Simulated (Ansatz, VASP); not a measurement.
**One calculation of Lu2Si2O, two programs**

```
Lu Si O
1.0
     4.36386    0.00000    0.00000
    -2.18193    3.77921    0.00000
     0.00000    0.00000    6.07333
Lu Si O
2 2 1
Direct
  0.00000 0.00000 0.39330
  0.00000 0.00000 0.00513
  0.66667 0.33333 0.39084
  0.66667 0.33333 0.01500
  0.33333 0.66667 0.57069
```

Alike in both runs: task single point; functional PBE; k mesh 6 × 6 × 4; occupations gaussian, width 0.1 eV; no spin polarisation.

```csv
,VASP,Ansatz
version,VASP 6.6.1,Ansatz 0.2.0
potentials or method,"VASP PAW PBE potentials, release 64 (Lu, Si, O), cutoff 520 eV","scalar-relativistic, plane waves, PAW"
valence electrons in the cell,64,64
```

```tsv
	VASP	Ansatz	Ansatz less VASP
gap on the k mesh at the Fermi level (eV)	none	none	-
pressure (GPa)	16.7	16.2	-0.55
traceless stress, the component that is largest in VASP (GPa)	5.10	4.56	-0.535
rms of the force components (eV/Å)	2.861	2.749	-0.1120
```

Atom by atom the forces differ by 0.113 eV/Å (rms over components). A gap of «none» marks a metal or a gap that the smearing closes.

Neither program's run includes spin-orbit coupling.
